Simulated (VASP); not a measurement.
# Ti2NbB3 (P-3m1) in VASP: further runs

Runs on Ti2NbB3. Level: PBE. Tasks: single point, relaxation of cell and atoms.

Everything below comes from runs of VASP 6.6.1. Logs are shortened: lines on timing, memory, paths and dates and some standing lists are left out, and cuts for length are marked.

## (1) The cell of the first run

Symmetry: P-3m1, No. 164, trigonal system. The conventional cell has a = 3.378 Å, b = 3.378 Å, c = 5.889 Å, α = 90.00°, β = 90.00°, γ = 120.00°. Within 2.6 Å of Ti (site symmetry 3m) lie 7 B at 1.97 to 2.25 Å. Within 3.5 Å of Nb (site symmetry -3m) lie 6 Ti at 2.67 Å and 8 B at 2.85 to 2.94 Å and 6 Nb at 3.38 Å. B (site symmetry 3m) has 4 Ti at 1.97 to 1.99 Å and 3 B at 2.13 Å within 2.6 Å. B (site symmetry -3m) has 6 B at 2.13 Å and 6 Ti at 2.25 Å within 2.8 Å.

## (2) Single point, PBE

Contents of INCAR:

```
PREC     = Accurate       # precision mode
ENCUT    = 520            # plane-wave cutoff, eV
EDIFF    = 1E-6           # SCF threshold, eV
ISMEAR   = 0              # smearing method
SIGMA    = 0.1            # smearing width, eV
LREAL    = F              # projectors in reciprocal space
LASPH    = T              # aspherical terms in the spheres
NELM     = 60             # most SCF steps
ALGO     = Normal         # electronic algorithm
ISIF     = 2              # what is computed and relaxed
LWAVE    = F              # write WAVECAR
LCHARG   = T              # write CHGCAR
GGA      = PE             # functional
LELF     = T              # ELF
LVHAR    = T            
NBANDS   = 32             # bands
```

Contents of KPOINTS:

```
regular mesh
0
Gamma
  6 6 4
```

Contents of POSCAR:

```
Ti2NbB3
1.0
    3.3781346700      0.0000000000      0.0000000000
   -1.6890673400      2.9255504400      0.0000000000
    0.0000000000      0.0000000000      5.8888307700
Ti Nb B
2 1 3
Direct
    0.6666666700      0.3333333300      0.6902344200
    0.3333333300      0.6666666700      0.3097655800
    0.0000000000      0.0000000000      0.0000000000
    0.6666666700      0.3333333300      0.3529343000
    0.3333333300      0.6666666700      0.6470657000
    0.0000000000      0.0000000000      0.5000000000
```

Potentials or basis: VASP PAW PBE potentials, release 64 (Ti_sv, Nb_sv, B).

On the command line:

```sh
$ cat potpaw_PBE.64/Ti_sv/POTCAR potpaw_PBE.64/Nb_sv/POTCAR potpaw_PBE.64/B/POTCAR > POTCAR
$ mpirun -np 1 vasp_std > vasp.out
```

OUTCAR:

```text
PREC = Accurate
   ENCUT = 520
   EDIFF = 1E-6
   ISMEAR = 0
   LREAL = F
   LASPH = T
   NELM = 60
   ISIF = 2
   GGA = PE

 ion  position               nearest neighbor table
   1  0.667  0.333  0.690-   5 1.97   5 1.97   5 1.97   4 1.99   6 2.25   6 2.25   6 2.25   3 2.67
                             3 2.67   3 2.67
   2  0.333  0.667  0.310-   4 1.97   4 1.97   4 1.97   5 1.99   6 2.25   6 2.25   6 2.25   3 2.67
                             3 2.67   3 2.67
   3  0.000  0.000  0.000-   1 2.67   2 2.67   1 2.67   2 2.67   1 2.67   2 2.67
   4  0.667  0.333  0.353-   2 1.97   2 1.97   2 1.97   1 1.99   6 2.13   6 2.13   6 2.13
   5  0.333  0.667  0.647-   1 1.97   1 1.97   1 1.97   2 1.99   6 2.13   6 2.13   6 2.13
   6  0.000  0.000  0.500-   4 2.13   5 2.13   4 2.13   5 2.13   4 2.13   5 2.13   1 2.25   2 2.25
                             2 2.25   1 2.25   1 2.25   2 2.25

  LATTYP: Found a hexagonal cell.
 ALAT       =     3.3781346700
 C/A-ratio  =     1.7432196597

  Lattice vectors:

 A1 = (   3.3781346700,   0.0000000000,   0.0000000000)
 A2 = (  -1.6890673400,   2.9255504400,   0.0000000000)
 A3 = (   0.0000000000,   0.0000000000,   5.8888307700)

Analysis of symmetry for initial positions (statically):
=====================================================================
 Subroutine PRICEL returns:
 Original cell was already a primitive cell.

 Routine SETGRP: Setting up the symmetry group for a
 hexagonal supercell.

 Subroutine GETGRP returns: Found 12 space group operations
 (whereof 12 operations were pure point group operations)
 out of a pool of 24 trial point group operations.

The static configuration has the point symmetry D_3d.

Analysis of symmetry for dynamics (positions and initial velocities):
=====================================================================
 Subroutine PRICEL returns:
 Original cell was already a primitive cell.

 Routine SETGRP: Setting up the symmetry group for a
 hexagonal supercell.

 Subroutine GETGRP returns: Found 12 space group operations
 (whereof 12 operations were pure point group operations)
 out of a pool of 24 trial point group operations.

The dynamic configuration has the point symmetry D_3d.

 Subroutine INISYM returns: Found 12 space group operations
 (whereof 12 operations are pure point group operations),
 and found     1 'primitive' translations

----------------------------------------------------------------------------------------

                                     Primitive cell

  volume of cell :      58.1987

  direct lattice vectors                    reciprocal lattice vectors
     3.378134670  0.000000000  0.000000000     0.296021354  0.170908009  0.000000000
    -1.689067340  2.925550440  0.000000000     0.000000000  0.341816017  0.000000000
     0.000000000  0.000000000  5.888830770     0.000000000  0.000000000  0.169812997

  length of vectors
     3.378134670  3.378134671  5.888830770     0.341816017  0.341816017  0.169812997

  position of ions in fractional coordinates (direct lattice)
     0.666666670  0.333333330  0.690234420
     0.333333330  0.666666670  0.309765580
     0.000000000  0.000000000  0.000000000
     0.666666670  0.333333330  0.352934300
     0.333333330  0.666666670  0.647065700
     0.000000000  0.000000000  0.500000000

  ion indices of the primitive-cell ions
   primitive index   ion index
                 1           1
                 2           2
                 3           3
                 4           4
                 5           5
                 6           6

----------------------------------------------------------------------------------------

 KPOINTS: regular mesh

Automatic generation of k-mesh.
 Grid dimensions read from file:
 generate k-points for:    6    6    4

 Generating k-lattice:

  Cartesian coordinates                     Fractional coordinates (reciprocal lattice)
     0.049336892  0.028484668  0.000000000     0.166666667  0.000000000  0.000000000
     0.000000000  0.056969336  0.000000000     0.000000000  0.166666667  0.000000000
     0.000000000  0.000000000  0.042453249     0.000000000  0.000000000  0.250000000

  Length of vectors
     0.056969336  0.056969336  0.042453249

  Shift w.r.t. Gamma in fractional coordinates (k-lattice)
     0.000000000  0.000000000  0.000000000

 Subroutine IBZKPT returns following result:
 ===========================================

 Found     24 irreducible k-points:

 Following reciprocal coordinates:
            Coordinates               Weight
  0.000000  0.000000  0.000000      1.000000
  0.166667  0.000000  0.000000      6.000000
  0.333333  0.000000  0.000000      6.000000
  0.500000 -0.000000  0.000000      3.000000
  0.166667  0.166667  0.000000      6.000000
  0.333333  0.166667  0.000000     12.000000
[... 16 lines left out ...]
  0.333333  0.166667  0.500000     12.000000
  0.333333  0.333333  0.500000      2.000000
   k-points           NKPTS =     24   k-points in BZ     NKDIM =     24   number of bands    NBANDS=     32
   number of dos      NEDOS =    301   number of ions     NIONS =      6
   total plane-waves  NPLWV =  37632
   dimension x,y,z NGX =    28 NGY =   28 NGZ =   48
   dimension x,y,z NGXF=    56 NGYF=   56 NGZF=   96
   ions per type =               2   1   3
   NGX,Y,Z   is equivalent  to a cutoff of  13.78, 13.78, 13.55 a.u.
   NGXF,Y,Z  is equivalent  to a cutoff of  27.56, 27.56, 27.10 a.u.
 SYSTEM =  unknown system
   PREC   = accura    normal or accurate (medium, high low for compatibility)
   ISTART =      0    job   : 0-new  1-cont  2-samecut
   ICHARG =      2    charge: 1-file 2-atom 10-const
   ISPIN  =      1    spin polarized calculation?
   LNONCOLLINEAR =      F non collinear calculations
   LSORBIT =      F    spin-orbit coupling
   LASPH  =      T    aspherical Exc in radial PAW
   ENCUT  =  520.0 eV  38.22 Ry    6.18 a.u.   6.28  6.28 10.95*2*pi/ulx,y,z
   NELM   =     60;   NELMIN=  2; NELMDL= -5     # of ELM steps
   EDIFF  = 0.1E-05   stopping-criterion for ELM
   LREAL  =      F    real-space projection
   EDIFFG = 0.1E-04   stopping-criterion for IOM
   NSW    =      0    number of steps for IOM
   IBRION =     -1    ionic relax: 0-MD 1-quasi-New 2-CG
   NFREE  =      0    steps in history (QN), initial steepest desc. (CG)
   ISIF   =      2    stress and relaxation
   ISYM   =      2    0-nonsym 1-usesym 2-fastsym
   POTIM  = 0.5000    time-step for ionic-motion
   TEBEG  =    0.0;   TEEND  =   0.0 temperature during run
   PSTRESS=    0.0 pullay stress
   NELECT =      46.0000    total number of electrons
   NUPDOWN=      -1.0000    fix difference up-down
   EMIN   =  10.00;   EMAX   =-10.00  energy-range for DOS
   EFERMI =   0.00;   METHOD = LEGACY
   ISMEAR =     0;   SIGMA  =   0.10  broadening in eV -4-tet -1-fermi 0-gaus
   EFERMI_NEDOS =   21; number of points for ismear=-14 and -15
   IALGO  =     38    algorithm
   IMIX   =      4    mixing-type and parameters
     AMIX     =   0.40;   BMIX     =  1.00
     AMIX_MAG =   1.60;   BMIX_MAG =  1.00
  volume/ion in A,a.u.               =       9.70        65.46
  Fermi-wavevector in a.u.,A,eV,Ry     =   1.513641  2.860367 31.172434  2.291109
  Thomas-Fermi vector in A             =   2.623405
   LORBIT       =      0    0 simple, 1 ext, 2 COOP (PROOUT), +10 PAW based schemes
   GGA     = PE    functional components
   LHFCALC =     F    Hartree Fock is set to
   AEXX    =    0.0000 exact exchange contribution
   IVDW    =     0    specifies the selected vdW correction
   LEPSILON=     F    determine dielectric tensor
   LRPA    =     F    only Hartree local field effects (RPA)
 non-spin polarized calculation
 Gauss-broadening in eV      SIGMA  =   0.10
  energy-cutoff  :      520.00
  volume of cell :       58.20
 maximum number of plane-waves:      1582
 NGX is ok and might be reduce to    28
   NGX = 13   NGY = 13   NGZ = 21

 number of electron      46.0000002 magnetization

 Free energy of the ion-electron system (eV)
  ---------------------------------------------------
  ext. energy  EPLUGINS =         0.00000000
  ---------------------------------------------------
  free energy    TOTEN  =       -40.83720018 eV

  energy without entropy =      -40.82808599  energy(sigma->0) =      -40.83264309

 E-fermi :  12.0217     XC(G=0): -13.0616

 val. band max:       11.9710384141   @ k =   0.0000   0.0000   0.5000
 cond. band min:      12.0244931372   @ k =   0.3333   0.0000   0.0000
 fundamental gap:      0.0534547231
 Fermi energy:        12.0216958870

 k-point     1 :       0.0000    0.0000    0.0000
  band No.  band energies     occupation
      1     -44.3309      2.00000
      2     -44.2426      2.00000
      3     -42.8369      2.00000
      4     -20.8822      2.00000
      5     -20.8032      2.00000
      6     -20.8032      2.00000
[... 24 lines left out ...]
     31      14.4617      0.00000
     32      14.6374      0.00000

 k-point     2 :       0.1667    0.0000    0.0000
  band No.  band energies     occupation
      1     -44.3185      2.00000
      2     -44.2421      2.00000
      3     -42.8339      2.00000
      4     -20.9406      2.00000
      5     -20.9103      2.00000
      6     -20.8428      2.00000
[... 24 lines left out ...]
     31      15.5242      0.00000
     32      15.9304      0.00000
[... 733 lines left out ...]
     31      15.5837      0.00000
     32      16.1126      0.00000

 k-point    24 :       0.3333    0.3333    0.5000
  band No.  band energies     occupation
      1     -44.2575      2.00000
      2     -44.2575      2.00000
      3     -42.8239      2.00000
      4     -21.1192      2.00000
      5     -21.0396      2.00000
      6     -21.0396      2.00000
[... 24 lines left out ...]
     31      15.3454      0.00000
     32      16.5111      0.00000

------------------------ aborting loop because EDIFF is reached ----------------------------------------

  FORCE on cell =-STRESS in cart. coord.  units (eV):
  Direction    XX          YY          ZZ          XY          YZ          ZX
  --------------------------------------------------------------------------------------
  -------------------------------------------------------------------------------------
  Total       19.3159637     19.3159637     16.8146018     -0.0000000      0.0000000      0.0000000
  in kB      531.7571514    531.7571508    462.8961272     -0.0000009      0.0000000      0.0000000
  external PRESSURE =     508.8034765 kB  Pullay stress =       0.0000000 kB

 VOLUME and BASIS-vectors are now :
 -----------------------------------------------------------------------------
  energy-cutoff  :      520.00
  volume of cell :       58.20
      direct lattice vectors                 reciprocal lattice vectors
     3.378134670  0.000000000  0.000000000     0.296021354  0.170908009  0.000000000
    -1.689067340  2.925550440  0.000000000     0.000000000  0.341816017  0.000000000
     0.000000000  0.000000000  5.888830770     0.000000000  0.000000000  0.169812997

 POSITION                                       TOTAL-FORCE (eV/Angst)
 -----------------------------------------------------------------------------------
      1.68907      0.97518      4.06467        -0.000000      0.000000      1.703905
     -0.00000      1.95037      1.82416         0.000000     -0.000000     -1.703905
      0.00000      0.00000      0.00000         0.000000      0.000000      0.000000
      1.68907      0.97518      2.07837         0.000000     -0.000000     -3.046105
     -0.00000      1.95037      3.81046         0.000000      0.000000      3.046105
      0.00000      0.00000      2.94442         0.000000      0.000000      0.000000
 -----------------------------------------------------------------------------------
    total drift:                                0.000000      0.000000      0.000000

  FREE ENERGIE OF THE ION-ELECTRON SYSTEM (eV)
  ---------------------------------------------------
  free  energy   TOTEN  =       -40.8372001821 eV

  energy  without entropy=      -40.8280859950  energy(sigma->0) =      -40.83264309
```

Wall time 29 s (1 thread of Intel Xeon 6975P-C (Granite Rapids), shared host); peak memory 0.21 GiB.

Results:

```yaml
Free_energy: -40.8372 eV
Pressure: 50.9 GPa
Largest_force: 3.046 eV/Å
Band_gap_on_the_k_mesh: zero (band 23 reaches 12.15 eV, above the bottom of band 24 at 11.48 eV)
```

Forces in eV/Å, atoms in the order of the input:
```
Ti   0.000  0.000  1.704
Ti   0.000  0.000 -1.704
Nb   0.000  0.000  0.000
B    0.000  0.000 -3.046
B    0.000  0.000  3.046
B    0.000  0.000  0.000
```

Levels at points of the mesh, in eV from the Fermi level:
```csv
k point,band 19,band 20,band 21,band 22,band 23,band 24,band 25,band 26,band 27,band 28
"(0.00, 0.00, 0.00)",-4.68,-3.57,-1.49,-1.49,-0.58,1.32,1.32,1.44,1.44,2.25
"(0.50, 0.00, 0.00)",-3.83,-2.60,-1.46,-0.10,-0.08,0.20,0.21,0.53,1.17,1.86
"(0.00, 0.00, 0.50)",-4.28,-3.92,-1.24,-1.24,-0.05,0.44,0.44,0.60,0.60,0.60
"(0.50, 0.00, 0.50)",-3.08,-2.02,-1.19,-0.46,0.10,0.18,0.54,1.27,1.53,1.79
```

Caveat: forces of over 1 eV/Å act on the atoms, so gaps and moduli don't describe the material at rest.

(Part 1 of 2 ends here.)
